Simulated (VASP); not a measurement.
Set up this calculation in VASP 6.6.1, as the native input.

| Quantity | Value |
| --- | --- |
| Task | relaxation of cell and atoms |
| Functional | PBE |
| Potentials or basis | VASP PAW PBE potentials, release 64 (Ni, Al) |
| Cutoff | 600 eV |
| k mesh | 15 × 15 × 15 |
| Occupations | fermi-dirac, width 0.08 eV |
| Spin | no spin polarisation |
| Target pressure | 46 GPa |
| Dipole correction | no |
| Further INCAR settings | ALGO = Normal; EDIFF = 1e-06; IBRION = 2; EDIFFG = -0.005; NSW = 60; ISIF = 3 |

The structure of AlNi (CsCl type) lies in POSCAR:

```
AlNi
1.0
    2.7764868810      0.0000000000      0.0000000000
    0.0000000000      2.7764868810      0.0000000000
    0.0000000000      0.0000000000      2.7764868810
Ni Al
1 1
Direct
    0.0000000000      0.0000000000      0.0000000000
    0.5000000000      0.5000000000      0.5000000000
```

The input as run:

INCAR

```
SYSTEM = AlNi
PREC = Accurate ; ENCUT = 600
EDIFF = 1E-6 ; ISMEAR = -1
SIGMA = 0.08 ; LREAL = .FALSE.
LASPH = .TRUE. ; NELM = 100
ALGO = Normal ; ISIF = 3
LWAVE = .FALSE. ; LCHARG = .FALSE.
GGA = PE ; IBRION = 2
NSW = 60 ; EDIFFG = -0.005
PSTRESS = 460.0
```

KPOINTS

```
Automatic mesh
0
G
  15 15 15
  0 0 0
```

Potentials or basis: VASP PAW PBE potentials, release 64 (Ni, Al).

Launch:

```bash
$ cat potpaw_PBE.64/Ni/POTCAR potpaw_PBE.64/Al/POTCAR > POTCAR
$ mpirun -np 1 vasp_std > vasp.out
```

Results of the run:

```
Relaxed volume                                             : 10.00 Å³/atom
Relaxed cell                                               : a = 2.714 Å, b = 2.714 Å, c = 2.714 Å, α = 90.00°, β = 90.00°, γ = 90.00°
Space group after relaxing (to 0.1 Å)                      : Pm-3m (No. 221)
Energy change on relaxing (the run minimises the enthalpy) : +155.2 meV/atom
Ionic steps                                                : 7
Pressure after relaxing                                    : 46.0 GPa
Band gap on the k mesh                                     : zero (an odd number of electrons rules out a gap without spin polarisation)
```

Caveat: the cell is relaxed towards a set pressure, so the run minimises the enthalpy, not the energy.

Run time: 2.2 min on 1 thread of Intel Xeon 8259CL (shared host), peak memory 0.18 GiB.
